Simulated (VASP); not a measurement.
Set up this calculation in VASP 6.6.1, as the native input.

* Task: single point
* Functional: PBE
* Dispersion: D3(BJ)
* Potentials or basis: VASP PAW PBE potentials, release 64 (Si)
* Cutoff: 520 eV
* k mesh: 9 × 9 × 1
* Occupations: gaussian, width 0.1 eV
* Spin: no spin polarisation
* Dipole correction: yes
* Further INCAR settings: ALGO = Normal; EDIFF = 1e-06; NBANDS = 16

The structure of Si lies in POSCAR:

```
Si
1.0
    3.8472023583      0.0000000000      0.0000000000
   -1.9236011791      3.3317749758      0.0000000000
    0.0000000000      0.0000000000     18.4446971457
Si
4
Direct
    0.3333333333      0.6666666667      0.2695814701
    0.6666666667      0.3333333333      0.2439725610
    0.8888888889      0.1111111111      0.5500061652
    1.2222222222     -0.2222222222      0.5243972561
```

One way to write it, as run:

INCAR

```
SYSTEM = Si
  ALGO = Normal
  DIPOL = 0.5 0.5 0.397
  EDIFF = 1E-6
  ENCUT = 520
  GGA = PE
  IDIPOL = 3
  ISIF = 2
  ISMEAR = 0
  IVDW = 12
  LASPH = .TRUE.
  LCHARG = .TRUE.
  LDIPOL = .TRUE.
  LELF = .TRUE.
  LREAL = .FALSE.
  LVACPOTAV = .TRUE.
  LVHAR = .TRUE.
  LWAVE = .FALSE.
  NBANDS = 16
  NELM = 60
  PREC = Accurate
  SIGMA = 0.1
```

KPOINTS

```
k-points
0
G
  9 9 1
  0 0 0
```

Potentials or basis: VASP PAW PBE potentials, release 64 (Si).

Command:

```sh
$ cat potpaw_PBE.64/Si/POTCAR > POTCAR
$ mpirun -np 1 vasp_std > vasp.out
```

Results of the run:

```json
{
 "Largest force": "0.085 eV/Å",
 "Band gap on the k mesh": "0.05 eV, direct",
 "Dispersion energy per atom": "-0.220 eV"
}
```

Run time: 84 s on 1 thread of Intel(R) Xeon(R) 6975P-C (Granite Rapids), on a shared host, peak memory 0.36 GiB.
